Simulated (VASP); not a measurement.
## Na2I: single point with PBE

Na2I:

```xyz
3
Lattice="5.6620 0.0000 0.0000 -2.8310 4.9034 0.0000 0.0000 0.0000 3.9348" Properties=species:S:1:pos:R:3 pbc="T T T"
Na    0.0000    3.2689    0.0000
Na    2.8310    1.6345    0.0000
I     0.0000    0.0000    1.9674
```

```yaml
Program: VASP 6.6.1
Task: single point
Functional: PBE
Potentials_or_basis: VASP PAW PBE potentials, release 64 (Na_pv, I)
Cutoff: 520 eV
k_mesh: 12 × 12 × 12
Occupations: gaussian, width 0.1 eV
Spin: no spin polarisation
Dipole_correction: no
Further_INCAR_settings: ALGO = Normal; EDIFF = 1e-06; NBANDS = 18
```

```
Pressure : 0.0 GPa
```

Levels at points of the mesh, in eV from the Fermi level:
```
           k point  band 8  band 9  band 10  band 11  band 12  band 13  band 14  band 15
(0.00, 0.00, 0.00)   -4.04   -4.04    -2.38    -2.14     1.60     1.60     3.02     3.76
(0.50, 0.00, 0.00)   -4.95   -4.21    -2.34    -0.66     0.97     3.13     3.29     5.24
(0.00, 0.00, 0.50)   -5.12   -3.51    -3.51     0.28     1.09     3.19     3.19     3.63
(0.50, 0.00, 0.50)   -4.89   -4.08    -3.64    -0.07     1.50     2.16     2.27     2.92
```

It took 3.9 min on 1 thread of Oxide Virtual Turin-like Processor (shared host), peak memory 0.34 GiB.

Caveat: spin-orbit coupling is left out, which moves the levels of the heavy elements; an odd number of electrons without spin polarisation forces a metal; a magnetic or distorted state may lie lower.
